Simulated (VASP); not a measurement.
Here is a VASP 6.6.1 calculation.

Contents of INCAR:

```
SYSTEM = NbP
  PREC = Accurate
  ENCUT = 520
  EDIFF = 1E-7
  ISMEAR = -1
  SIGMA = 0.02
  LREAL = .FALSE.
  LASPH = .TRUE.
  NELM = 60
  ALGO = Normal
  ISIF = 2
  LWAVE = .FALSE.
  LCHARG = .FALSE.
  GGA = PE
  NBANDS = 26
```

File KPOINTS:

```
regular mesh
0
G
  8 8 8
  0 0 0
```

POSCAR

```
NbP
1.0
   -1.6384403445      1.6384403445      5.6057087734
    1.6384403445     -1.6384403445      5.6057087734
    1.6384403445      1.6384403445     -5.6057087734
Nb P
2 2
Direct
    0.7499687201      0.7499687201      0.0000000000
    0.4999687201      0.9999687201      0.5000000000
    0.3326598549      0.3326598549      0.0000000000
    0.0826598549      0.5826598549      0.5000000000
```

Potentials or basis: VASP PAW PBE potentials, release 64 (Nb_sv, P).

Launch:

```console
$ cat potpaw_PBE.64/Nb_sv/POTCAR potpaw_PBE.64/P/POTCAR > POTCAR
$ mpirun -np 1 vasp_std > vasp.out
```

(1) Estimate the largest force.

(2) What does it give for the band gap on the k mesh?

Results:

(1) 0.035 eV/Å.

(2) 0.02 eV (least direct gap 0.04 eV).
